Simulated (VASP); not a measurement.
# P (Pmma) in VASP: notebook

P is run at these levels: PBE; tasks: single point, relaxation of cell and atoms.

Everything below comes from runs of VASP 6.6.1. Logs are shortened: lines on timing, memory, paths and dates and some standing lists are left out, and cuts for length are marked.

## 1. The cell of the first run

Symmetry: Pmma, No. 51, orthorhombic system. The conventional cell has a = 3.517 Å, b = 5.483 Å, c = 5.107 Å, α = 90.00°, β = 90.00°, γ = 90.00°. P (site symmetry m) has 4 P at 2.14 Å within 2.8 Å. Within 2.8 Å of P (site symmetry mm2) lie 4 P at 2.14 Å.

The cell was generated, and may not be a known phase.

## 2. Single point, PBE

INCAR reads:

```
PREC = Accurate
ENCUT = 500
EDIFF = 1E-6
ISMEAR = 0
SIGMA = 0.1
LREAL = F
LASPH = T
NELM = 120
ALGO = Normal
ISIF = 2
LWAVE = F
LCHARG = F
GGA = PE
NBANDS = 24
GGA_COMPAT = F
```

KPOINTS reads:

```
Automatic mesh
0
Gamma
  6 4 4
```

POSCAR reads:

```
P
1.0
    3.5174656700      0.0000000000      0.0000000000
    0.0000000000      5.4831858900      0.0000000000
    0.0000000000      0.0000000000      5.1073808500
P
6
Direct
    0.7500000000      0.3046198400      0.1196049900
    0.2500000000      0.6953801600      0.8803950100
    0.2500000000      0.3046198400      0.8803950100
    0.7500000000      0.6953801600      0.1196049900
    0.2500000000      0.0000000000      0.6189374900
    0.7500000000      0.0000000000      0.3810625100
```

Potentials or basis: VASP PAW PBE potentials, release 64 (P).

Command:

```bash
> cat potpaw_PBE.64/P/POTCAR > POTCAR
> mpirun -np 1 vasp_std > vasp.out
```

OUTCAR:

```text
PREC = Accurate
   ENCUT = 500
   EDIFF = 1E-6
   ISMEAR = 0
   LREAL = F
   LASPH = T
   NELM = 120
   ISIF = 2
   GGA = PE

 ion  position               nearest neighbor table
   1  0.750  0.305  0.120-   6 2.14   3 2.14   3 2.14   4 2.14
   2  0.250  0.695  0.880-   5 2.14   4 2.14   4 2.14   3 2.14
   3  0.250  0.305  0.880-   5 2.14   1 2.14   1 2.14   2 2.14
   4  0.750  0.695  0.120-   6 2.14   2 2.14   2 2.14   1 2.14
   5  0.250  0.000  0.619-   6 2.14   6 2.14   2 2.14   3 2.14
   6  0.750  0.000  0.381-   5 2.14   5 2.14   1 2.14   4 2.14

  LATTYP: Found a simple orthorhombic cell.
 ALAT       =     3.5174656700
 B/A-ratio  =     1.4520058841
 C/A-ratio  =     1.5588456020

  Lattice vectors:

 A1 = (  -3.5174656700,   0.0000000000,   0.0000000000)
 A2 = (   0.0000000000,   0.0000000000,   5.1073808500)
 A3 = (   0.0000000000,   5.4831858900,   0.0000000000)

Analysis of symmetry for initial positions (statically):
=====================================================================
 Subroutine PRICEL returns:
 Original cell was already a primitive cell.

 Routine SETGRP: Setting up the symmetry group for a
 simple orthorhombic supercell.

 Subroutine GETGRP returns: Found  8 space group operations
 (whereof  4 operations were pure point group operations)
 out of a pool of  8 trial point group operations.

The static configuration has the point symmetry C_2h.
 The point group associated with its full space group is D_2h.

Analysis of symmetry for dynamics (positions and initial velocities):
=====================================================================
 Subroutine PRICEL returns:
 Original cell was already a primitive cell.

 Routine SETGRP: Setting up the symmetry group for a
 simple orthorhombic supercell.

 Subroutine GETGRP returns: Found  8 space group operations
 (whereof  4 operations were pure point group operations)
 out of a pool of  8 trial point group operations.

The dynamic configuration has the point symmetry C_2h.
 The point group associated with its full space group is D_2h.

 Subroutine INISYM returns: Found  8 space group operations
 (whereof  4 operations are pure point group operations),
 and found     1 'primitive' translations

----------------------------------------------------------------------------------------

                                     Primitive cell

  volume of cell :      98.5056

  direct lattice vectors                    reciprocal lattice vectors
     3.517465670  0.000000000  0.000000000     0.284295596  0.000000000  0.000000000
     0.000000000  5.483185890  0.000000000     0.000000000  0.182375725  0.000000000
     0.000000000  0.000000000  5.107380850     0.000000000  0.000000000  0.195795072

  length of vectors
     3.517465670  5.483185890  5.107380850     0.284295596  0.182375725  0.195795072

  position of ions in fractional coordinates (direct lattice)
     0.750000000  0.304619840  0.119604990
     0.250000000  0.695380160  0.880395010
     0.250000000  0.304619840  0.880395010
     0.750000000  0.695380160  0.119604990
     0.250000000  0.000000000  0.618937490
     0.750000000  0.000000000  0.381062510

  ion indices of the primitive-cell ions
   primitive index   ion index
                 1           1
                 2           2
                 3           3
                 4           4
                 5           5
                 6           6

----------------------------------------------------------------------------------------

 KPOINTS: Automatic mesh

Automatic generation of k-mesh.
 Grid dimensions read from file:
 generate k-points for:    6    4    4

 Generating k-lattice:

  Cartesian coordinates                     Fractional coordinates (reciprocal lattice)
     0.047382599  0.000000000  0.000000000     0.166666667  0.000000000  0.000000000
     0.000000000  0.045593931  0.000000000     0.000000000  0.250000000  0.000000000
     0.000000000  0.000000000  0.048948768     0.000000000  0.000000000  0.250000000

  Length of vectors
     0.047382599  0.045593931  0.048948768

  Shift w.r.t. Gamma in fractional coordinates (k-lattice)
     0.000000000  0.000000000  0.000000000

 Subroutine IBZKPT returns following result:
 ===========================================

 Found     36 irreducible k-points:

 Following reciprocal coordinates:
            Coordinates               Weight
  0.000000  0.000000  0.000000      1.000000
  0.166667  0.000000  0.000000      2.000000
  0.333333  0.000000  0.000000      2.000000
  0.500000  0.000000  0.000000      1.000000
  0.000000  0.250000  0.000000      2.000000
  0.166667  0.250000  0.000000      4.000000
[... 16 lines left out ...]
  0.333333  0.500000  0.250000      4.000000
  0.500000  0.500000  0.250000      2.000000
 [... further k-points ...]
   k-points           NKPTS =     36   k-points in BZ     NKDIM =     36   number of bands    NBANDS=     24
   number of dos      NEDOS =    301   number of ions     NIONS =      6
   total plane-waves  NPLWV =  44800
   dimension x,y,z NGX =    28 NGY =   40 NGZ =   40
   dimension x,y,z NGXF=    56 NGYF=   80 NGZF=   80
   ions per type =               6
   NGX,Y,Z   is equivalent  to a cutoff of  13.23, 12.13, 13.02 a.u.
   NGXF,Y,Z  is equivalent  to a cutoff of  26.47, 24.26, 26.04 a.u.
 SYSTEM =  unknown system
   PREC   = accura    normal or accurate (medium, high low for compatibility)
   ISTART =      0    job   : 0-new  1-cont  2-samecut
   ICHARG =      2    charge: 1-file 2-atom 10-const
   ISPIN  =      1    spin polarized calculation?
   LNONCOLLINEAR =      F non collinear calculations
   LSORBIT =      F    spin-orbit coupling
   LASPH  =      T    aspherical Exc in radial PAW
   ENCUT  =  500.0 eV  36.75 Ry    6.06 a.u.   6.41 10.00  9.31*2*pi/ulx,y,z
   NELM   =    120;   NELMIN=  2; NELMDL= -5     # of ELM steps
   EDIFF  = 0.1E-05   stopping-criterion for ELM
   LREAL  =      F    real-space projection
   EDIFFG = 0.1E-04   stopping-criterion for IOM
   NSW    =      0    number of steps for IOM
   IBRION =     -1    ionic relax: 0-MD 1-quasi-New 2-CG
   NFREE  =      0    steps in history (QN), initial steepest desc. (CG)
   ISIF   =      2    stress and relaxation
   ISYM   =      2    0-nonsym 1-usesym 2-fastsym
   POTIM  = 0.5000    time-step for ionic-motion
   TEBEG  =    0.0;   TEEND  =   0.0 temperature during run
   PSTRESS=    0.0 pullay stress
   NELECT =      30.0000    total number of electrons
   NUPDOWN=      -1.0000    fix difference up-down
   EMIN   =  10.00;   EMAX   =-10.00  energy-range for DOS
   EFERMI =   0.00;   METHOD = LEGACY
   ISMEAR =     0;   SIGMA  =   0.10  broadening in eV -4-tet -1-fermi 0-gaus
   EFERMI_NEDOS =   21; number of points for ismear=-14 and -15
   IALGO  =     38    algorithm
   IMIX   =      4    mixing-type and parameters
     AMIX     =   0.40;   BMIX     =  1.00
     AMIX_MAG =   1.60;   BMIX_MAG =  1.00
  volume/ion in A,a.u.               =      16.42       110.79
  Fermi-wavevector in a.u.,A,eV,Ry     =   1.101442  2.081423 16.506235  1.213174
  Thomas-Fermi vector in A             =   2.237869
   LORBIT       =      0    0 simple, 1 ext, 2 COOP (PROOUT), +10 PAW based schemes
   GGA     = PE    functional components
   LHFCALC =     F    Hartree Fock is set to
   AEXX    =    0.0000 exact exchange contribution
   IVDW    =     0    specifies the selected vdW correction
   LEPSILON=     F    determine dielectric tensor
   LRPA    =     F    only Hartree local field effects (RPA)
 non-spin polarized calculation
 Gauss-broadening in eV      SIGMA  =   0.10
  energy-cutoff  :      500.00
  volume of cell :       98.51
 maximum number of plane-waves:      2526
 NGX is ok and might be reduce to    28
   NGX = 13   NGY = 19   NGZ = 19

 number of electron      29.9999998 magnetization

 Free energy of the ion-electron system (eV)
  ---------------------------------------------------
  ext. energy  EPLUGINS =         0.00000000
  ---------------------------------------------------
  free energy    TOTEN  =       -26.90767042 eV

  energy without entropy =      -26.88870515  energy(sigma->0) =      -26.89818779

 E-fermi :   8.5696     XC(G=0): -10.3353

 val. band max:        8.5399665486   @ k =   0.3333   0.2500   0.0000
 cond. band min:       8.5995820692   @ k =   0.3333   0.5000   0.5000
 fundamental gap:      0.0596155206
 Fermi energy:         8.5696033760

 k-point     1 :       0.0000    0.0000    0.0000
  band No.  band energies     occupation
      1      -9.2524      2.00000
      2      -6.3319      2.00000
      3      -5.1192      2.00000
      4      -4.1271      2.00000
      5      -0.1481      2.00000
      6       0.1853      2.00000
[... 16 lines left out ...]
     23      12.6838      0.00000
     24      12.9052      0.00000

 k-point     2 :       0.1667    0.0000    0.0000
  band No.  band energies     occupation
      1      -8.9698      2.00000
      2      -6.0386      2.00000
      3      -4.8356      2.00000
      4      -4.3689      2.00000
      5      -0.2857      2.00000
      6      -0.0631      2.00000
[... 16 lines left out ...]
     23      13.7456      0.00000
     24      14.0580      0.00000

 k-point     3 :       0.3333    0.0000    0.0000
  band No.  band energies     occupation
      1      -8.1421      2.00000
      2      -5.3750      2.00000
      3      -5.1706      2.00000
      4      -4.0023      2.00000
      5      -2.0132      2.00000
      6      -1.1480      2.00000
[... 16 lines left out ...]
     23      13.2532      0.00000
     24      15.0982      0.00000
[... 514 lines left out ...]
 k-point    23 :       0.3333    0.5000    0.2500
  band No.  band energies     occupation
      1      -7.1597      2.00000
      2      -6.9253      2.00000
      3      -5.1290      2.00000
      4      -4.1273      2.00000
      5      -2.4707      2.00000
      6      -0.3154      2.00000
[... 16 lines left out ...]
     23      13.3468      0.00000
     24      13.7280      0.00000

 k-point    24 :       0.5000    0.5000    0.2500
  band No.  band energies     occupation
      1      -5.8222      2.00000
      2      -5.8222      2.00000
      3      -5.7942      2.00000
      4      -5.7942      2.00000
      5      -1.9659      2.00000
      6      -1.9659      2.00000
[... 16 lines left out ...]
     23      14.3102      0.00000
     24      14.3102      0.00000

 [... further k-points ...]

------------------------ aborting loop because EDIFF is reached ----------------------------------------

  FORCE on cell =-STRESS in cart. coord.  units (eV):
  Direction    XX          YY          ZZ          XY          YZ          ZX
  --------------------------------------------------------------------------------------
  -------------------------------------------------------------------------------------
  Total       11.9369995     21.7691994      8.5465709      0.0000000      0.0000000      0.0000000
  in kB      194.1532558    354.0723062    139.0085139      0.0000000      0.0000000      0.0000000
  external PRESSURE =     229.0780253 kB  Pullay stress =       0.0000000 kB

 VOLUME and BASIS-vectors are now :
 -----------------------------------------------------------------------------
  energy-cutoff  :      500.00
  volume of cell :       98.51
      direct lattice vectors                 reciprocal lattice vectors
     3.517465670  0.000000000  0.000000000     0.284295596  0.000000000  0.000000000
     0.000000000  5.483185890  0.000000000     0.000000000  0.182375725  0.000000000
     0.000000000  0.000000000  5.107380850     0.000000000  0.000000000  0.195795072

 POSITION                                       TOTAL-FORCE (eV/Angst)
 -----------------------------------------------------------------------------------
      2.63810      1.67029      0.61087         0.000000     -0.191191      0.141170
      0.87937      3.81290      4.49651         0.000000      0.191191     -0.141170
      0.87937      1.67029      4.49651         0.000000     -0.191191     -0.141170
      2.63810      3.81290      0.61087         0.000000      0.191191      0.141170
      0.87937      0.00000      3.16115         0.000000      0.000000     -0.338878
      2.63810      0.00000      1.94623        -0.000000      0.000000      0.338878
 -----------------------------------------------------------------------------------
    total drift:                               -0.000000      0.000000     -0.000000

  FREE ENERGIE OF THE ION-ELECTRON SYSTEM (eV)
  ---------------------------------------------------
  free  energy   TOTEN  =       -26.9076704215 eV

  energy  without entropy=      -26.8887051515  energy(sigma->0) =      -26.89818779
```

Wall time 1.9 min (1 thread of Intel Xeon 8259CL, shared host); peak memory 0.22 GiB.

What came out:

```
Free energy            : -26.9077 eV
Pressure               : 22.9 GPa
Largest force          : 0.339 eV/Å
Band gap on the k mesh : zero (bands 15 and 16 overlap by 2.42 eV)
```

Forces in eV/Å, atoms in the order of the input:
```
P    0.000 -0.191  0.141
P    0.000  0.191 -0.141
P    0.000 -0.191 -0.141
P    0.000  0.191  0.141
P    0.000  0.000 -0.339
P    0.000  0.000  0.339
```

Stress tensor (GPa, compression positive):
```
19.42  0.00  0.00
 0.00 35.41  0.00
 0.00  0.00 13.90
```

Levels at points of the mesh, in eV from the Fermi level:
| k point | band 11 | band 12 | band 13 | band 14 | band 15 | band 16 | band 17 | band 18 | band 19 | band 20 |
| --- | --- | --- | --- | --- | --- | --- | --- | --- | --- | --- |
| (0.00, 0.00, 0.00) | -4.31 | -4.09 | -2.72 | -0.89 | -0.07 | 0.13 | 1.00 | 1.34 | 2.39 | 3.33 |
| (0.50, 0.00, 0.00) | -5.64 | -5.64 | -1.29 | -1.29 | -0.54 | -0.54 | 0.87 | 0.87 | 3.42 | 3.42 |
| (0.00, 0.50, 0.00) | -4.49 | -3.58 | -1.85 | -1.69 | -1.44 | -1.05 | 0.26 | 0.50 | 0.58 | 1.72 |
| (0.50, 0.50, 0.00) | -5.47 | -5.47 | -1.31 | -1.31 | -1.25 | -1.25 | 1.90 | 1.90 | 2.99 | 2.99 |
| (0.00, 0.00, 0.50) | -4.13 | -4.02 | -2.88 | -0.70 | -0.61 | 0.15 | 1.11 | 1.25 | 1.91 | 2.02 |
| (0.50, 0.00, 0.50) | -6.01 | -6.01 | -0.32 | -0.32 | 1.03 | 1.03 | 2.50 | 2.50 | 2.71 | 2.71 |
| (0.00, 0.50, 0.50) | -4.71 | -4.32 | -2.28 | -2.10 | -1.38 | 0.12 | 0.72 | 0.97 | 1.17 | 2.61 |
| (0.50, 0.50, 0.50) | -5.35 | -5.35 | -1.80 | -1.80 | 0.32 | 0.32 | 0.95 | 0.95 | 2.16 | 2.16 |

Caveat: the stress differs along the axes, from 14 to 35 GPa.

(Continued in part 2 of 2.)

The gap in the log of VASP goes by the Fermi energy; the results here count the filled bands.